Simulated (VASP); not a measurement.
BaTiO3, 5 atoms in the cell. Symmetry: Pm-3m, No. 221, cubic system. Conventional cell: a = 4.006 Å, b = 4.006 Å, c = 4.006 Å, α = 90.00°, β = 90.00°, γ = 90.00°. Ba (site symmetry m-3m) has 12 O at 2.83 Å and 8 Ti at 3.47 Å within 3.7 Å. Ti (site symmetry m-3m) has 6 O at 2.00 Å within 2.7 Å. Within 2.7 Å of O (site symmetry 4/mmm) lie 2 Ti at 2.00 Å. 

```yaml
Program: VASP 6.6.1
Task: electric field gradients
Functional: LDA
Potentials_or_basis: VASP PAW LDA potentials, release 64 (Ba_sv, Ti_sv, O_h)
Cutoff: 1000 eV
k_mesh: 8 × 8 × 8
Occupations: fermi-dirac, width 0.02 eV
Spin: no spin polarisation
Dipole_correction: no
Further_INCAR_settings: ALGO = Normal; EDIFF = 1e-08; NBANDS = 28
```

Potentials or basis: VASP PAW LDA potentials, release 64 (Ba_sv, Ti_sv, O_h).

The run is started by

```sh
$ cat potpaw_LDA.64/Ba_sv/POTCAR potpaw_LDA.64/Ti_sv/POTCAR potpaw_LDA.64/O_h/POTCAR > POTCAR
$ mpirun -np 1 vasp_std > vasp.out
```

Hardware: 1 thread of Intel(R) Xeon(R) Platinum 8259CL CPU @ 2.50GHz (Skylake/Cascade Lake), on a shared host.

Task: How long does it take, and how much memory?

Result: Run time: 2.8 min on 1 thread of Intel(R) Xeon(R) Platinum 8259CL CPU @ 2.50GHz (Skylake/Cascade Lake), with other jobs on the host, peak memory 0.34 GiB. Counts: scf iterations 18, k points 35.
